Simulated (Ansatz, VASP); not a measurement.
## Two plane-wave programs on Bi2Se3

```xyz
5
Lattice="2.1772 1.2570 10.2528 -2.1772 1.2570 10.2528 0.0000 -2.5140 10.2528" Properties=species:S:1:pos:R:3 pbc="T T T"
Bi    0.0000    0.0000   12.1325
Bi    0.0000    0.0000   18.6259
Se    0.0000    0.0000    0.0000
Se    0.0000    0.0000    6.9134
Se    0.0000    0.0000   23.8449
```

Change from the starting cell: hydrostatic strain +5.1%.

Alike in both runs: task single point; functional PBE; k mesh 8 × 8 × 8; occupations fermi-dirac, width 0.02 eV; no spin polarisation.

|  | VASP | Ansatz |
| --- | --- | --- |
| version | VASP 6.6.1 | Ansatz 0.2.0 |
| potentials or method | VASP PAW PBE potentials, release 64 (Bi_d, Se) | plane waves, PAW |
| plane-wave cutoff (eV) | 520 | 420 |
| valence electrons in the cell | 48 | 78 |

|  | VASP | Ansatz | Ansatz less VASP |
| --- | --- | --- | --- |
| pressure (GPa) | -1.5 | -1.5 | -0.01 |
| traceless stress, the component that is largest in VASP (GPa) | 1.86 | 1.86 | +0.003 |
| rms of the force components (eV/Å) | 0.046 | 0.043 | -0.0033 |

Atom by atom the forces differ by 0.003 eV/Å (rms over components). VASP's potentials hold 48 valence electrons a cell and Ansatz's 78, so a difference there can come from the potentials and not from the codes.

Spin-orbit coupling is off throughout.
